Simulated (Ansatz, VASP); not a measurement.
# One calculation of SnO2, two programs

```
Sn O
1.0
     4.82719    0.00000    0.00000
     0.00000    4.82719    0.00000
     0.00000    0.00000    3.23815
Sn O
2 4
Direct
  0.50000 0.50000 0.50000
  0.00000 0.00000 0.00000
  0.19342 0.80658 0.50000
  0.80658 0.19342 0.50000
  0.30658 0.30658 0.00000
  0.69342 0.69342 0.00000
```

Alike in both runs: functional PBE; k mesh 6 × 6 × 8; occupations gaussian, width 0.02 eV; no spin polarisation.

Ansatz relaxed the structure, and its values are those at the end. VASP's run is a single point on that final structure, the one shown.

```csv
,VASP,Ansatz
version,VASP 6.6.1,Ansatz 0.2.0
potentials or method,"VASP PAW PBE potentials, release 64 (Sn_d, O), cutoff 520 eV","scalar-relativistic, plane waves, PAW"
valence electrons in the cell,52,52
```

```tsv
	VASP	Ansatz	Ansatz less VASP
gap on the k mesh at the Fermi level (eV)	0.67	0.68	+0.012
least direct gap on the mesh (eV)	0.67	0.68	+0.012
pressure (GPa)	0.6	0.0	-0.61
rms of the force components (eV/Å)	0.008	0.000	-0.0078
```
